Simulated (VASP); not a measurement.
A run of VASP 6.6.1:

The input INCAR:

```
PREC = Accurate ; ENCUT = 520
EDIFF = 1E-6 ; ISMEAR = 0
SIGMA = 0.1 ; LREAL = F
LASPH = T ; NELM = 100
ALGO = Normal ; ISIF = 2
LWAVE = F ; LCHARG = F
GGA = PE ; NBANDS = 25
```

KPOINTS

```
Automatic mesh
0
Gamma
  10 10 10
```

Contents of POSCAR:

```
Si3N4
1.0
    3.8296997658      0.0000000000      0.0000000000
    0.0000000000      3.8296997658      0.0000000000
    0.0000000000      0.0000000000      3.8296997658
Si N
3 4
Direct
    0.5000000000      0.5000000000      0.0000000000
    0.0000000000      0.5000000000      0.5000000000
    0.5000000000      0.0000000000      0.5000000000
    0.5000000000      0.5000000000      0.5000000000
    0.5000000000      0.0000000000      0.0000000000
    0.0000000000      0.5000000000      0.0000000000
    0.0000000000      0.0000000000      0.5000000000
```

Potentials or basis: VASP PAW PBE potentials, release 64 (Si, N).

The run is started by

```sh
$ cat potpaw_PBE.64/Si/POTCAR potpaw_PBE.64/N/POTCAR > POTCAR
$ mpirun -np 1 vasp_std > vasp.out
```

Hardware: 1 thread of Intel(R) Xeon(R) 6975P-C (Granite Rapids), with other jobs on the host.

Question: How long does it take, and how much memory?

Answer: It took 25 s on 1 thread of Intel(R) Xeon(R) 6975P-C (Granite Rapids) (shared host), peak memory 0.18 GiB. Counts: scf iterations 14, k points 56.
